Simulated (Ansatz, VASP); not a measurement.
O in VASP and in Ansatz

```
O
1.0
     1.70780    0.98600    3.80519
    -1.70780    0.98600    3.80519
     0.00000   -1.97200    3.80519
O
2
Direct
  0.94539 0.94539 0.94539
  0.05461 0.05461 0.05461
```

Change from the starting cell: volume scaled by 1.06, PAW files.

Alike in both runs: task electric field gradients; functional PBE; k mesh 8 × 8 × 8; occupations fermi-dirac, width 0.02 eV; collinear spin.

|  | VASP | Ansatz |
| --- | --- | --- |
| version | VASP 6.6.1 | Ansatz 0.2.0 |
| potentials or method | VASP PAW PBE potentials, release 64 (O) | PAW with Ansatz's default frozen-core files, scalar-relativistic |
| plane-wave cutoff (eV) | 520 | 420 |
| valence electrons in the cell | 12 | 12 |

VASP gave:

* gap on the k mesh at the Fermi level (eV): 1.41
* pressure (GPa): -1.1
* traceless stress, the component that is largest in VASP (GPa): -3.38
* rms of the force components (eV/Å): 0.540
* net moment per atom (μB): 1.00
* size of the moment on the site where the two differ most (μB): 0.81
* size of Vzz on the site where it differs most (V/Å²): 150.8

**Question.** What did Ansatz give for the same quantities?

**Answer.** gap on the k mesh at the Fermi level (eV): 1.39; pressure (GPa): -2.4; traceless stress, the component that is largest in VASP (GPa): -6.39; rms of the force components (eV/Å): 1.044; net moment per atom (μB): 1.00; size of the moment on the site where the two differ most (μB): 0.58; size of Vzz on the site where it differs most (V/Å²): 149.2.

Site moments also hang on the region over which each program counts them. Atom by atom the forces differ by 0.505 eV/Å (rms over components).

Noted on VASP's run: the standard files for N, O and F lose accuracy on very short bonds.
